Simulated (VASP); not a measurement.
Write the native input for VASP 6.6.1 that does the following.

```yaml
Task: single point
Functional: PBE
Potentials_or_basis: VASP PAW PBE potentials, release 64 (Si, Ni)
Cutoff: 600 eV
k_mesh: 4 × 4 × 4
Occupations: tetrahedron
Spin: no spin polarisation
Hubbard_terms: Ni d U = 4.8 eV
Dipole_correction: no
Further_INCAR_settings: ALGO = Normal; EDIFF = 1e-06; NBANDS = 16
```

The structure of Si2Ni lies in POSCAR:

```
Si2Ni
1.0
    0.0000000000      2.8133880573      2.8133880573
    2.8133880573      0.0000000000      2.8133880573
    2.8133880573      2.8133880573      0.0000000000
Si Ni
2 1
Direct
    0.2500000000      0.2500000000      0.2500000000
    0.7500000000      0.7500000000      0.7500000000
    0.0000000000      0.0000000000      0.0000000000
```

One way to write it, as run:

INCAR

```
ALGO = Normal
EDIFF = 1E-6
ENCUT = 600
GGA = PE
GGA_COMPAT = F
ISIF = 2
ISMEAR = -5
LASPH = T
LCHARG = F
LDAU = T
LDAUJ = 0 0
LDAUL = -1 2
LDAUPRINT = 1
LDAUTYPE = 2
LDAUU = 0 4.8
LMAXMIX = 4
LREAL = F
LWAVE = F
NBANDS = 16
NELM = 200
PREC = Accurate
SIGMA = 0.1
```

KPOINTS

```
k-points
0
Gamma
  4 4 4
```

Potentials or basis: VASP PAW PBE potentials, release 64 (Si, Ni).

Command:

```bash
$ cat potpaw_PBE.64/Si/POTCAR potpaw_PBE.64/Ni/POTCAR > POTCAR
$ mpirun -np 1 vasp_std > vasp.out
```

Results of the run:

* Pressure: -16.1 GPa
* Band gap on the k mesh: zero (bands 9 and 10 overlap by 2.34 eV)

Caveat: the k points lie up to 0.48 Å⁻¹ apart, too coarse for converged energies and pressures of a metal; U without spin polarisation on a metal has little footing; the U is typed as a test and isn't derived for this compound; tetrahedron occupations give inexact forces and stress in metals.

Run time: 8.4 s on 1 thread of Intel(R) Xeon(R) Platinum 8259CL CPU @ 2.50GHz (Skylake/Cascade Lake), on a shared host, peak memory 0.17 GiB.
